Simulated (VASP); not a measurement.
# C (Fd-3m) in VASP: a series of runs, part 2 of 2

VASP 6.6.1. Earlier steps stand in the parts before.

## 5. Relaxation of cell and atoms, PBE

INCAR reads:

```
PREC     = Accurate       # precision mode
ENCUT    = 600            # plane-wave cutoff, eV
EDIFF    = 1E-7           # SCF threshold, eV
ISMEAR   = 0              # smearing method
SIGMA    = 0.02           # smearing width, eV
LREAL    = False          # projectors in reciprocal space
LASPH    = True           # aspherical terms in the spheres
NELM     = 60             # most SCF steps
ALGO     = Normal         # electronic algorithm
ISIF     = 3              # what is computed and relaxed
LWAVE    = False          # write WAVECAR
LCHARG   = False          # write CHGCAR
GGA      = PE             # functional
IBRION   = 2              # ionic algorithm
NSW      = 100            # ionic steps
EDIFFG   = -0.01          # ionic threshold
```

KPOINTS reads:

```
regular mesh
0
Gamma
  12 12 12
```

POSCAR reads:

```
C
1.0
    0.0000000000      1.7858193565      1.7858193565
    1.7858193565      0.0000000000      1.7858193565
    1.7858193565      1.7858193565      0.0000000000
C
2
Direct
    0.0000000000      0.0000000000      0.0000000000
    0.2500000000      0.2500000000      0.2500000000
```

Potentials or basis: VASP PAW PBE potentials, release 64 (C).

Run with:

```sh
$ cat potpaw_PBE.64/C/POTCAR > POTCAR
$ mpirun -np 1 vasp_std > vasp.out
```

OUTCAR:

```text
PREC = Accurate
   ENCUT = 600
   EDIFF = 1E-7
   ISMEAR = 0
   LREAL = False
   LASPH = True
   NELM = 60
   ISIF = 3
   GGA = PE
   IBRION = 2
   NSW = 100
   EDIFFG = -0.01

 ion  position               nearest neighbor table
   1  0.000  0.000  0.000-   2 1.55   2 1.55   2 1.55   2 1.55
   2  0.250  0.250  0.250-   1 1.55   1 1.55   1 1.55   1 1.55

  LATTYP: Found a face centered cubic cell.
 ALAT       =     3.5716387130

  Lattice vectors:

[... 446 lines left out ...]
      4       6.0956      2.00000
      5      17.1878      0.00000
      6      19.8724      0.00000
      7      20.8204      0.00000
      8      25.0578      0.00000

 [... further k-points ...]
[... 5 lines left out ...]
  --------------------------------------------------------------------------------------
  -------------------------------------------------------------------------------------
  Total       -0.0017705     -0.0017705     -0.0017705      0.0000000      0.0000000     -0.0000000
  in kB       -0.2490351     -0.2490351     -0.2490351      0.0000000      0.0000000     -0.0000000
  external PRESSURE =      -0.2490351 kB  Pullay stress =       0.0000000 kB

 VOLUME and BASIS-vectors are now :
 -----------------------------------------------------------------------------
  energy-cutoff  :      600.00
  volume of cell :       11.39
      direct lattice vectors                 reciprocal lattice vectors
     0.000000000  1.785819357  1.785819357    -0.279983526  0.279983526  0.279983526
     1.785819357  0.000000000  1.785819357     0.279983526 -0.279983526  0.279983526
     1.785819357  1.785819357  0.000000000     0.279983526  0.279983526 -0.279983526

 POSITION                                       TOTAL-FORCE (eV/Angst)
 -----------------------------------------------------------------------------------
      0.00000      0.00000      0.00000         0.000000     -0.000000     -0.000000
      0.89291      0.89291      0.89291        -0.000000      0.000000      0.000000
 -----------------------------------------------------------------------------------
    total drift:                                0.000000      0.000000      0.000000

  FREE ENERGIE OF THE ION-ELECTRON SYSTEM (eV)
  ---------------------------------------------------
  free  energy   TOTEN  =       -18.1904923755 eV

  energy  without entropy=      -18.1904923755  energy(sigma->0) =      -18.19049238

 reached required accuracy - stopping structural energy minimisation
```

CONTCAR:

```text
C
   1.00000000000000
     0.0000000000000000    1.7858193565000000    1.7858193565000000
     1.7858193565000000    0.0000000000000000    1.7858193565000000
     1.7858193565000000    1.7858193565000000    0.0000000000000000
  C
     2
Direct
     0.0000000000000000    0.0000000000000000    0.0000000000000000
     0.2500000000000000    0.2500000000000000    0.2500000000000000

  0.00000000E+00  0.00000000E+00  0.00000000E+00
  0.00000000E+00  0.00000000E+00  0.00000000E+00
```

Run time: 3.2 s. Hardware: 1 thread of Intel Xeon 6975P-C (Granite Rapids), shared host; peak memory 0.11 GiB.

Results:

```
Free energy             : -18.1905 eV
Pressure after relaxing : 0.0 GPa
Band gap on the k mesh  : 4.14 eV, indirect (least direct gap 5.58 eV)
```

Final structure:
```xyz
2
Lattice="0.0000 1.7858 1.7858 1.7858 0.0000 1.7858 1.7858 1.7858 0.0000" Properties=species:S:1:pos:R:3 pbc="T T T"
C     0.0000    0.0000    0.0000
C     0.8929    0.8929    0.8929
```

Levels at points of the mesh, in eV from the valence-band top:
| k point | band 1 | band 2 | band 3 | band 4 | band 5 | band 6 | band 7 | band 8 |
| --- | --- | --- | --- | --- | --- | --- | --- | --- |
| (0.00, 0.00, 0.00) | -21.42 | 0.00 | 0.00 | 0.00 | 5.58 | 5.58 | 5.58 | 13.24 |
| (0.50, 0.00, 0.00) | -15.67 | -13.33 | -2.79 | -2.79 | 8.44 | 8.44 | 8.79 | 15.66 |
| (0.50, 0.50, 0.00) | -12.74 | -12.74 | -6.27 | -6.27 | 4.75 | 4.75 | 16.74 | 16.74 |

Caveat: the relaxation stopped at its first step, so nothing moved.

## 6. Single point, PBE

INCAR reads:

```
SYSTEM = C
ALGO = Normal ; EDIFF = 1E-6
ENCUT = 520 ; GGA = PE
ISIF = 2 ; ISMEAR = 0
LASPH = .True. ; LCHARG = .False.
LREAL = .False. ; LWAVE = .False.
NBANDS = 11 ; NELM = 60
PREC = Accurate ; SIGMA = 0.02
```

KPOINTS reads:

```
k-points
0
Gamma
  12 12 12
  0 0 0
```

POSCAR reads:

```
C
1.0
    0.0000000000      1.7857378227      1.7857378227
    1.7857378227      0.0000000000      1.7857378227
    1.7857378227      1.7857378227      0.0000000000
C
2
Direct
    0.0000000000      0.0000000000      0.0000000000
    0.2500000000      0.2500000000      0.2500000000
```

Potentials or basis: VASP PAW PBE potentials, release 64 (C).

Run with:

```sh
$ cat potpaw_PBE.64/C/POTCAR > POTCAR
$ mpirun -np 1 vasp_std > vasp.out
```

It took 3.6 s on 1 thread of Intel Xeon 6975P-C (Granite Rapids), shared host; peak memory 0.11 GiB.

Results (log left out):

* Free energy: -18.1858 eV
* Pressure: 0.7 GPa
* Band gap on the k mesh: 4.14 eV, indirect (least direct gap 5.58 eV)

Levels at points of the mesh, in eV from the valence-band top:
```
           k point  band 2  band 3  band 4  band 5  band 6  band 7
(0.00, 0.00, 0.00)    0.00    0.00    0.00    5.58    5.58    5.58
(0.50, 0.00, 0.00)  -13.33   -2.79   -2.79    8.44    8.44    8.79
(0.50, 0.50, 0.00)  -12.74   -6.27   -6.27    4.75    4.75   16.75
```

A k mesh can miss the band edges. A hybrid or GW would open this gap; PBE tends to underestimate it.
